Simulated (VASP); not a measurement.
Crystal: CaSe.

```xyz
2
Lattice="3.6307 -0.0041 -0.0041 -0.0041 3.6307 -0.0041 -0.0041 -0.0041 3.6307" Properties=species:S:1:pos:R:3 pbc="T T T"
Ca    0.0000    0.0000    0.0000
Se    1.8112    1.8112    1.8112
```

This cell differs from its parent crystal: strain along [111] -0.3%.

Program: VASP 6.6.1. Alike in all runs: task single point; potentials or basis VASP PAW PBE potentials, release 64 (Ca_sv, Se); no spin polarisation; cell as given; cutoff (eV) 520.

Order these runs on this cell by their band gap on the k mesh, lowest first.
A. level r2SCAN; k mesh 8 × 8 × 8; smearing gaussian 0.01 eV
B. level PBE; k mesh 8 × 8 × 8; smearing fermi-dirac 0.02 eV
C. level HSE06; k mesh 6 × 6 × 6; smearing gaussian 0.01 eV; grid for exact exchange (PRECFOCK) Normal; screening parameter 0.2079 1/Å

B (0.76 eV), A (1.24 eV), C (1.55 eV).

A k mesh can miss the band edges.
